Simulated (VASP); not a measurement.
# NbRu3C (Pm-3m) in VASP: further runs

NbRu3C is run at these levels: PBEsol, r2SCAN; tasks: single point.

All numbers are computed with VASP 6.6.1; they aren't measurements. Logs are shortened: lines on timing, memory, paths and dates and some standing lists are left out, and cuts for length are marked.

## 1. The cell of the first run

It takes space group Pm-3m (No. 221, cubic). Conventional cell: a = 4.065 Å, b = 4.065 Å, c = 4.065 Å, α = 90.00°, β = 90.00°, γ = 90.00°. Ru (site symmetry 4/mmm) has 2 C at 2.03 Å within 2.7 Å. Nb (site symmetry m-3m) has 12 Ru at 2.87 Å and 8 C at 3.52 Å within 3.8 Å. C (site symmetry m-3m) has 6 Ru at 2.03 Å within 2.7 Å.

## 2. Single point, PBEsol

INCAR

```
SYSTEM = NbRu3C
PREC     = Accurate       ! precision mode
ENCUT    = 520            ! plane-wave cutoff, eV
EDIFF    = 1E-6           ! SCF threshold, eV
ISMEAR   = 1              ! smearing method
SIGMA    = 0.05           ! smearing width, eV
LREAL    = .False.        ! projectors in reciprocal space
LASPH    = .True.         ! aspherical terms in the spheres
NELM     = 80             ! most SCF steps
ALGO     = Normal         ! electronic algorithm
ISIF     = 2              ! what is computed and relaxed
LWAVE    = .False.        ! write WAVECAR
LCHARG   = .False.        ! write CHGCAR
GGA      = PS             ! functional
NBANDS   = 38             ! bands
```

KPOINTS

```
regular mesh
0
Gamma
  6 6 6
  0 0 0
```

POSCAR

```
NbRu3C
1.0
    4.0651380000      0.0000000000      0.0000000000
    0.0000000000      4.0651380000      0.0000000000
    0.0000000000      0.0000000000      4.0651380000
Ru Nb C
3 1 1
Direct
    0.5000000000      0.5000000000      0.0000000000
    0.5000000000      0.0000000000      0.5000000000
    0.0000000000      0.5000000000      0.5000000000
    0.0000000000      0.0000000000      0.0000000000
    0.5000000000      0.5000000000      0.5000000000
```

Potentials or basis: VASP PAW PBE potentials, release 64 (Ru_pv, Nb_sv, C).

Run with:

```bash
$ cat potpaw_PBE.64/Ru_pv/POTCAR potpaw_PBE.64/Nb_sv/POTCAR potpaw_PBE.64/C/POTCAR > POTCAR
$ mpirun -np 1 vasp_std > vasp.out
```

OUTCAR:

```text
SYSTEM = NbRu3C
   PREC = Accurate
   ENCUT = 520
   EDIFF = 1E-6
   ISMEAR = 1
   LREAL = .False.
   LASPH = .True.
   NELM = 80
   ISIF = 2
   GGA = PS

 ion  position               nearest neighbor table
   1  0.500  0.500  0.000-   5 2.03   5 2.03   4 2.87   2 2.87   2 2.87   3 2.87   3 2.87   2 2.87
                             4 2.87   2 2.87   3 2.87   4 2.87   3 2.87   4 2.87
   2  0.500  0.000  0.500-   5 2.03   5 2.03   4 2.87   1 2.87   1 2.87   4 2.87   1 2.87   3 2.87
                             3 2.87   1 2.87   3 2.87   4 2.87   4 2.87   3 2.87
   3  0.000  0.500  0.500-   5 2.03   5 2.03   4 2.87   1 2.87   1 2.87   4 2.87   2 2.87   4 2.87
                             4 2.87   1 2.87   2 2.87   2 2.87   1 2.87   2 2.87
   4  0.000  0.000  0.000-   1 2.87   2 2.87   3 2.87   2 2.87   3 2.87   1 2.87   3 2.87   3 2.87
                             1 2.87   2 2.87   2 2.87   1 2.87
   5  0.500  0.500  0.500-   1 2.03   2 2.03   3 2.03   1 2.03   2 2.03   3 2.03

  LATTYP: Found a simple cubic cell.
 ALAT       =     4.0651380000

  Lattice vectors:

 A1 = (   4.0651380000,   0.0000000000,   0.0000000000)
 A2 = (   0.0000000000,   4.0651380000,   0.0000000000)
 A3 = (   0.0000000000,   0.0000000000,   4.0651380000)

Analysis of symmetry for initial positions (statically):
=====================================================================
 Subroutine PRICEL returns:
 Original cell was already a primitive cell.

 Routine SETGRP: Setting up the symmetry group for a
 simple cubic supercell.

 Subroutine GETGRP returns: Found 48 space group operations
 (whereof 48 operations were pure point group operations)
 out of a pool of 48 trial point group operations.

The static configuration has the point symmetry O_h .

Analysis of symmetry for dynamics (positions and initial velocities):
=====================================================================
 Subroutine PRICEL returns:
 Original cell was already a primitive cell.

 Routine SETGRP: Setting up the symmetry group for a
 simple cubic supercell.

 Subroutine GETGRP returns: Found 48 space group operations
 (whereof 48 operations were pure point group operations)
 out of a pool of 48 trial point group operations.

The dynamic configuration has the point symmetry O_h .

 Subroutine INISYM returns: Found 48 space group operations
 (whereof 48 operations are pure point group operations),
 and found     1 'primitive' translations

----------------------------------------------------------------------------------------

                                     Primitive cell

  volume of cell :      67.1778

  direct lattice vectors                    reciprocal lattice vectors
     4.065138000  0.000000000  0.000000000     0.245994109  0.000000000  0.000000000
     0.000000000  4.065138000  0.000000000     0.000000000  0.245994109  0.000000000
     0.000000000  0.000000000  4.065138000     0.000000000  0.000000000  0.245994109

  length of vectors
     4.065138000  4.065138000  4.065138000     0.245994109  0.245994109  0.245994109

  position of ions in fractional coordinates (direct lattice)
     0.500000000  0.500000000  0.000000000
     0.500000000  0.000000000  0.500000000
     0.000000000  0.500000000  0.500000000
     0.000000000  0.000000000  0.000000000
     0.500000000  0.500000000  0.500000000

  ion indices of the primitive-cell ions
   primitive index   ion index
                 1           1
                 2           2
                 3           3
                 4           4
                 5           5

----------------------------------------------------------------------------------------

 KPOINTS: regular mesh

Automatic generation of k-mesh.
 Grid dimensions read from file:
 generate k-points for:    6    6    6

 Generating k-lattice:

  Cartesian coordinates                     Fractional coordinates (reciprocal lattice)
     0.040999018  0.000000000  0.000000000     0.166666667  0.000000000  0.000000000
     0.000000000  0.040999018  0.000000000     0.000000000  0.166666667  0.000000000
     0.000000000  0.000000000  0.040999018     0.000000000  0.000000000  0.166666667

  Length of vectors
     0.040999018  0.040999018  0.040999018

  Shift w.r.t. Gamma in fractional coordinates (k-lattice)
     0.000000000  0.000000000  0.000000000

 Subroutine IBZKPT returns following result:
 ===========================================

 Found     20 irreducible k-points:

 Following reciprocal coordinates:
            Coordinates               Weight
  0.000000  0.000000  0.000000      1.000000
  0.166667  0.000000  0.000000      6.000000
  0.333333  0.000000  0.000000      6.000000
  0.500000  0.000000  0.000000      3.000000
  0.166667  0.166667  0.000000     12.000000
  0.333333  0.166667  0.000000     24.000000
[... 12 lines left out ...]
  0.500000  0.500000  0.333333      6.000000
  0.500000  0.500000  0.500000      1.000000
   k-points           NKPTS =     20   k-points in BZ     NKDIM =     20   number of bands    NBANDS=     38
   number of dos      NEDOS =    301   number of ions     NIONS =      5
   total plane-waves  NPLWV =  27000
   dimension x,y,z NGX =    30 NGY =   30 NGZ =   30
   dimension x,y,z NGXF=    60 NGYF=   60 NGZF=   60
   ions per type =               3   1   1
   NGX,Y,Z   is equivalent  to a cutoff of  12.27, 12.27, 12.27 a.u.
   NGXF,Y,Z  is equivalent  to a cutoff of  24.54, 24.54, 24.54 a.u.
 SYSTEM =  NbRu3C
   PREC   = accura    normal or accurate (medium, high low for compatibility)
   ISTART =      0    job   : 0-new  1-cont  2-samecut
   ICHARG =      2    charge: 1-file 2-atom 10-const
   ISPIN  =      1    spin polarized calculation?
   LNONCOLLINEAR =      F non collinear calculations
   LSORBIT =      F    spin-orbit coupling
   LASPH  =      T    aspherical Exc in radial PAW
   ENCUT  =  520.0 eV  38.22 Ry    6.18 a.u.   7.56  7.56  7.56*2*pi/ulx,y,z
   NELM   =     80;   NELMIN=  2; NELMDL= -5     # of ELM steps
   EDIFF  = 0.1E-05   stopping-criterion for ELM
   LREAL  =      F    real-space projection
   EDIFFG = 0.1E-04   stopping-criterion for IOM
   NSW    =      0    number of steps for IOM
   IBRION =     -1    ionic relax: 0-MD 1-quasi-New 2-CG
   NFREE  =      0    steps in history (QN), initial steepest desc. (CG)
   ISIF   =      2    stress and relaxation
   ISYM   =      2    0-nonsym 1-usesym 2-fastsym
   POTIM  = 0.5000    time-step for ionic-motion
   TEBEG  =    0.0;   TEEND  =   0.0 temperature during run
   PSTRESS=    0.0 pullay stress
   NELECT =      59.0000    total number of electrons
   NUPDOWN=      -1.0000    fix difference up-down
   EMIN   =  10.00;   EMAX   =-10.00  energy-range for DOS
   EFERMI =   0.00;   METHOD = LEGACY
   ISMEAR =     1;   SIGMA  =   0.05  broadening in eV -4-tet -1-fermi 0-gaus
   EFERMI_NEDOS =   21; number of points for ismear=-14 and -15
   IALGO  =     38    algorithm
   IMIX   =      4    mixing-type and parameters
     AMIX     =   0.40;   BMIX     =  1.00
     AMIX_MAG =   1.60;   BMIX_MAG =  1.00
  volume/ion in A,a.u.               =      13.44        90.67
  Fermi-wavevector in a.u.,A,eV,Ry     =   1.567774  2.962664 33.441981  2.457916
  Thomas-Fermi vector in A             =   2.669904
   LORBIT       =      0    0 simple, 1 ext, 2 COOP (PROOUT), +10 PAW based schemes
   GGA     = PS    functional components
   LHFCALC =     F    Hartree Fock is set to
   AEXX    =    0.0000 exact exchange contribution
   IVDW    =     0    specifies the selected vdW correction
   LEPSILON=     F    determine dielectric tensor
   LRPA    =     F    only Hartree local field effects (RPA)
 non-spin polarized calculation
 Methfessel and Paxton  Order N= 1 SIGMA  =   0.05
  energy-cutoff  :      520.00
  volume of cell :       67.18
 maximum number of plane-waves:      1856
   NGX = 15   NGY = 15   NGZ = 15

 number of electron      59.0000033 magnetization

 Free energy of the ion-electron system (eV)
  ---------------------------------------------------
  ext. energy  EPLUGINS =         0.00000000
  ---------------------------------------------------
  free energy    TOTEN  =       -51.29533445 eV

  energy without entropy =      -51.29258246  energy(sigma->0) =      -51.29441712

 E-fermi :  12.0066     XC(G=0): -13.4842

 val. band max:       12.0061739203   @ k =   0.3333   0.1667   0.0000
 cond. band min:      12.0329209236   @ k =   0.1667   0.1667   0.0000
 fundamental gap:      0.0267470033
 Fermi energy:        12.0066487012

 k-point     1 :       0.0000    0.0000    0.0000
  band No.  band energies     occupation
      1     -43.9785      2.00000
      2     -31.6527      2.00000
      3     -31.6527      2.00000
      4     -31.6527      2.00000
      5     -30.9982      2.00000
      6     -30.9982      2.00000
[... 30 lines left out ...]
     37      14.9157      0.00000
     38      17.1267      0.00000

 k-point     2 :       0.1667    0.0000    0.0000
  band No.  band energies     occupation
      1     -43.9785      2.00000
      2     -31.6451      2.00000
      3     -31.6451      2.00000
      4     -31.6394      2.00000
      5     -31.0131      2.00000
      6     -31.0057      2.00000
[... 30 lines left out ...]
     37      14.9013      0.00000
     38      16.7211      0.00000

 k-point     3 :       0.3333    0.0000    0.0000
  band No.  band energies     occupation
      1     -43.9786      2.00000
      2     -31.6294      2.00000
      3     -31.6294      2.00000
      4     -31.6107      2.00000
      5     -31.0450      2.00000
      6     -31.0223      2.00000
[... 30 lines left out ...]
     37      14.8767      0.00000
[... 617 lines left out ...]
 k-point    19 :       0.5000    0.5000    0.3333
  band No.  band energies     occupation
      1     -43.9765      2.00000
      2     -31.9394      2.00000
      3     -31.4327      2.00000
      4     -31.3985      2.00000
      5     -31.1960      2.00000
      6     -31.1760      2.00000
[... 30 lines left out ...]
     37      15.0322      0.00000
     38      16.9419      0.00000

 k-point    20 :       0.5000    0.5000    0.5000
  band No.  band energies     occupation
      1     -43.9761      2.00000
      2     -31.9723      2.00000
      3     -31.3984      2.00000
      4     -31.3984      2.00000
      5     -31.1983      2.00000
      6     -31.1983      2.00000
[... 30 lines left out ...]
     37      14.2302      0.00000
     38      17.3212      0.00000

------------------------ aborting loop because EDIFF is reached ----------------------------------------

  FORCE on cell =-STRESS in cart. coord.  units (eV):
  Direction    XX          YY          ZZ          XY          YZ          ZX
  --------------------------------------------------------------------------------------
  -------------------------------------------------------------------------------------
  Total       -4.9338334     -4.9338334     -4.9338334      0.0000000      0.0000000      0.0000000
  in kB     -117.6709292   -117.6709292   -117.6709292      0.0000000      0.0000000      0.0000000
  external PRESSURE =    -117.6709292 kB  Pullay stress =       0.0000000 kB

 VOLUME and BASIS-vectors are now :
 -----------------------------------------------------------------------------
  energy-cutoff  :      520.00
  volume of cell :       67.18
      direct lattice vectors                 reciprocal lattice vectors
     4.065138000  0.000000000  0.000000000     0.245994109  0.000000000  0.000000000
     0.000000000  4.065138000  0.000000000     0.000000000  0.245994109  0.000000000
     0.000000000  0.000000000  4.065138000     0.000000000  0.000000000  0.245994109

 POSITION                                       TOTAL-FORCE (eV/Angst)
 -----------------------------------------------------------------------------------
      2.03257      2.03257      0.00000         0.000000      0.000000      0.000000
      2.03257      0.00000      2.03257         0.000000      0.000000      0.000000
      0.00000      2.03257      2.03257         0.000000      0.000000      0.000000
      0.00000      0.00000      0.00000         0.000000      0.000000      0.000000
      2.03257      2.03257      2.03257         0.000000      0.000000      0.000000
 -----------------------------------------------------------------------------------
    total drift:                                0.000000      0.000000     -0.000000

  FREE ENERGIE OF THE ION-ELECTRON SYSTEM (eV)
  ---------------------------------------------------
  free  energy   TOTEN  =       -51.2953344478 eV

  energy  without entropy=      -51.2925824595  energy(sigma->0) =      -51.29441712
```

Run time: 71 s. Hardware: 1 thread of Intel Xeon 8259CL, shared host; peak memory 0.2 GiB.

Results:

| Item | Value |
| --- | --- |
| Free energy | -51.2953 eV |
| Pressure | -11.8 GPa |
| Band gap on the k mesh | zero (an odd number of electrons rules out a gap without spin polarisation) |

Levels at points of the mesh, in eV from the Fermi level:
```
           k point  band 25  band 26  band 27  band 28  band 29  band 30  band 31  band 32  band 33  band 34
(0.00, 0.00, 0.00)    -2.57    -2.57    -1.40    -1.40     0.61     0.64     0.64     0.64     1.81     1.81
(0.50, 0.00, 0.00)    -1.98    -1.50    -1.41    -1.41    -0.77    -0.31    -0.31     0.51     0.65     0.90
(0.50, 0.50, 0.00)    -2.83    -2.83    -2.41    -1.62    -1.28    -0.93     0.35     0.35     0.42     1.65
(0.50, 0.50, 0.50)    -2.08    -2.08     0.14     0.14     0.14     0.41     0.41     0.41     1.15     1.15
```

Caveat: the cell stands under tension; the PAW data sets were made with another functional, which shifts forces and pressure a little.

## 3. Single point, r2SCAN

POSCAR is that of step 2.

INCAR.step1

```
SYSTEM = NbRu3C
PREC = Accurate
ENCUT = 520
ISMEAR = 0
SIGMA = 0.1
LREAL = .FALSE.
LASPH = .TRUE.
NELM = 100
NBANDS = 38
GGA = PE
ALGO = Normal
EDIFF = 1E-4
LWAVE = .TRUE.
LCHARG = .FALSE.
```

INCAR.step2

```
SYSTEM = NbRu3C
PREC = Accurate
ENCUT = 520
EDIFF = 1E-6
ISMEAR = 0
SIGMA = 0.1
LREAL = .FALSE.
LASPH = .TRUE.
NELM = 100
ALGO = Normal
ISIF = 2
LWAVE = .FALSE.
LCHARG = .TRUE.
METAGGA = R2SCAN
LMIXTAU = .TRUE.
LELF = .TRUE.
LVHAR = .TRUE.
NBANDS = 38
ISTART = 1
```

KPOINTS

```
regular mesh
0
G
  6 6 6
  0 0 0
```

Potentials or basis: VASP PAW PBE potentials, release 64 (Ru_pv, Nb_sv, C).

Run with:

```bash
$ cat potpaw_PBE.64/Ru_pv/POTCAR potpaw_PBE.64/Nb_sv/POTCAR potpaw_PBE.64/C/POTCAR > POTCAR
$ cp INCAR.step1 INCAR
$ mpirun -np 1 vasp_std > vasp.out
$ cp INCAR.step2 INCAR
$ mpirun -np 1 vasp_std > vasp.out
```

It took 4.3 min on 1 thread of Intel Xeon 8259CL, shared host; peak memory 0.2 GiB.

It converged, with:

| Item | Value |
| --- | --- |
| Free energy | -111.2949 eV |
| Pressure | -6.8 GPa |
| Band gap on the k mesh | zero (an odd number of electrons rules out a gap without spin polarisation) |

Levels at points of the mesh, in eV from the Fermi level:
```tsv
k point	band 25	band 26	band 27	band 28	band 29	band 30	band 31	band 32	band 33	band 34
(0.00, 0.00, 0.00)	-2.71	-2.71	-1.48	-1.48	0.60	0.68	0.68	0.68	1.90	1.90
(0.50, 0.00, 0.00)	-2.11	-1.62	-1.52	-1.52	-0.81	-0.33	-0.33	0.62	0.68	0.96
(0.50, 0.50, 0.00)	-2.97	-2.97	-2.51	-1.73	-1.30	-1.06	0.36	0.36	0.51	1.71
(0.50, 0.50, 0.50)	-2.20	-2.20	0.08	0.08	0.08	0.42	0.42	0.42	1.21	1.21
```

Caveat: the cell stands under tension; the PAW data sets were made with another functional, which shifts forces and pressure a little.

The gap in the log of VASP goes by the Fermi energy; the results here count the filled bands.